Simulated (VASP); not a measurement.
Set up this calculation in VASP 6.6.1, as the native input.

* Task: electric field gradients
* Functional: PBE
* Potentials or basis: VASP PAW PBE potentials, release 64 (Ga_d, P)
* Cutoff: 520 eV
* k mesh: 13 × 13 × 13
* Occupations: fermi-dirac, width 0.03 eV
* Spin: no spin polarisation
* Dipole correction: no
* Further INCAR settings: ALGO = Normal; EDIFF = 1e-08; NBANDS = 16

The structure of GaP (zincblende type) lies in POSCAR:

```
GaP
1.0
    0.0000000000      2.8070035029      2.8070035029
    2.8070035029      0.0000000000      2.8070035029
    2.8070035029      2.8070035029      0.0000000000
Ga P
1 1
Direct
    0.0000000000      0.0000000000      0.0000000000
    0.2500000000      0.2500000000      0.2500000000
```

This cell differs from its parent crystal: volume scaled by 1.06.

One way to write it, as run:

INCAR

```
PREC = Accurate
ENCUT = 520
EDIFF = 1E-8
ISMEAR = -1
SIGMA = 0.03
LREAL = False
LASPH = True
NELM = 80
ALGO = Normal
ISIF = 2
LWAVE = False
LCHARG = False
GGA = PE
LEFG = True
NBANDS = 16
```

KPOINTS

```
Automatic mesh
0
Gamma
  13 13 13
```

Potentials or basis: VASP PAW PBE potentials, release 64 (Ga_d, P).

The run is started by

```bash
$ cat potpaw_PBE.64/Ga_d/POTCAR potpaw_PBE.64/P/POTCAR > POTCAR
$ mpirun -np 1 vasp_std > vasp.out
```

It gave:

```json
{
 "Pressure": "-3.9 GPa",
 "Band gap on the k mesh": "1.11 eV, direct"
}
```

Caveat: without QUAD_EFG the Cq values of the log hold for a quadrupole moment of 1 mb, not for the nuclei.

Run time: 80 s on 1 thread of AMD EPYC 7R13, on a shared host, peak memory 0.18 GiB.
